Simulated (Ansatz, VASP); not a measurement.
## PbS: VASP beside Ansatz

File POSCAR:

```
PbS
1.0
    2.1540969647      1.2436684624      3.5196180723
   -2.1540969647      1.2436684624      3.5196180723
    0.0000000000     -2.4873369248      3.5196180723
Pb S
1 1
Direct
    0.9805657800      0.9805657800      0.9805657800
    0.4750355500      0.4750355500      0.4750355500
```

File INCAR.step1:

```
PREC = Accurate
ENCUT = 520
ISMEAR = -1
SIGMA = 0.05
LREAL = False
LASPH = True
NELM = 80
NBANDS = 17
GGA = PE
ALGO = Normal
EDIFF = 1E-4
LWAVE = True
LCHARG = False
```

Contents of INCAR.step2:

```
PREC = Accurate
ENCUT = 520
EDIFF = 1E-6
ISMEAR = -1
SIGMA = 0.05
LREAL = False
LASPH = True
NELM = 80
ALGO = Normal
ISIF = 2
LWAVE = False
LCHARG = True
METAGGA = R2SCAN
LMIXTAU = True
LELF = True
LVHAR = True
NBANDS = 17
ISTART = 1
```

Contents of KPOINTS:

```
Automatic mesh
0
Gamma
  8 8 8
```

input.yaml

```yaml
crystal:
  lattice:
    - [2.1540969647, 1.2436684624, 3.5196180723]
    - [-2.1540969647, 1.2436684624, 3.5196180723]
    - [0.0, -2.4873369248, 3.5196180723]
  atoms:
    - { symbol: Pb, position: [0.98056578, 0.98056578, 0.98056578] }
    - { symbol: S, position: [0.47503555, 0.47503555, 0.47503555] }
hamiltonian:
  xc: r2scan
  pseudopotentials: { kind: paw }
kpoints:
  mp_grid: { grid: [8, 8, 8] }
scf:
  occupations: { method: fermi_dirac, width: 0.05 }
output:
  forces: true
  stress: true
  eigenvalues: true
```

Alike in both runs: task single point; functional r2SCAN; k mesh 8 × 8 × 8; occupations fermi-dirac, width 0.05 eV; no spin polarisation.

|  | VASP | Ansatz |
| --- | --- | --- |
| version | VASP 6.6.1 | Ansatz 0.2.0 |
| potentials or method | VASP PAW PBE potentials, release 64 (Pb_d, S) | Ansatz PAW |
| plane-wave cutoff (eV) | 520 | 500 |
| valence electrons in the cell | 20 | 20 |

```tsv
	VASP	Ansatz	Ansatz less VASP
gap on the k mesh at the Fermi level (eV)	0.91	0.90	-0.008
least direct gap on the mesh (eV)	0.91	0.90	-0.008
pressure (GPa)	-3.0	-3.0	+0.03
rms of the force components (eV/Å)	0.011	0.012	+0.0011
```

VASP's potentials were made for PBE, not for r2SCAN. Atom by atom the forces differ by 0.001 eV/Å (rms over components). With one functional, cell and mesh, what is left measures potentials, basis and numerics.

Spin-orbit coupling is off throughout.
